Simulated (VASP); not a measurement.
Set up this calculation in VASP 6.6.1, as the native input.

```yaml
Task: single point
Functional: PBE
Potentials_or_basis: VASP PAW PBE potentials, release 64 (Ba_sv)
Cutoff: 520 eV
k_mesh: 14 × 14 × 14
Occupations: gaussian, width 0.15 eV
Spin: no spin polarisation
Dipole_correction: no
Further_INCAR_settings: ALGO = Fast; EDIFF = 1e-06; NBANDS = 11
```

The structure of Ba lies in POSCAR:

```
Ba
1.0
   -2.5000000000      2.5000000000      2.5750000000
    2.5000000000     -2.5000000000      2.5750000000
    2.5000000000      2.5000000000     -2.5750000000
Ba
1
Direct
    0.0000000000      0.0000000000      0.0000000000
```

This cell differs from its parent crystal: strain +0.000 along x and y, +0.030 along z.

The input as run:

INCAR

```
SYSTEM = Ba
PREC     = Accurate       ! precision mode
ENCUT    = 520            ! plane-wave cutoff, eV
EDIFF    = 1E-6           ! SCF threshold, eV
ISMEAR   = 0              ! smearing method
SIGMA    = 0.15           ! smearing width, eV
LREAL    = .FALSE.        ! projectors in reciprocal space
LASPH    = .TRUE.         ! aspherical terms in the spheres
NELM     = 100            ! most SCF steps
ALGO     = Fast           ! electronic algorithm
ISIF     = 2              ! what is computed and relaxed
LWAVE    = .FALSE.        ! write WAVECAR
LCHARG   = .TRUE.         ! write CHGCAR
GGA      = PE             ! functional
LELF     = .TRUE.         ! ELF
LVHAR    = .TRUE.       
NBANDS   = 11             ! bands
```

KPOINTS

```
Automatic mesh
0
G
  14 14 14
  0 0 0
```

Potentials or basis: VASP PAW PBE potentials, release 64 (Ba_sv).

Command:

```bash
$ cat potpaw_PBE.64/Ba_sv/POTCAR > POTCAR
$ mpirun -np 1 vasp_std > vasp.out
```

It gave:

```json
{
 "Pressure": "-0.1 GPa",
 "Band gap on the k mesh": "zero (bands 5 and 6 overlap by 0.91 eV)"
}
```

Caveat: the cell differs from its parent crystal (strain +0.000 along x and y, +0.030 along z); spin-orbit coupling is left out, which moves the levels of the heavy elements.

Run time: 70 s on 1 thread of Intel(R) Xeon(R) 6975P-C (Granite Rapids) (shared host), peak memory 0.32 GiB.
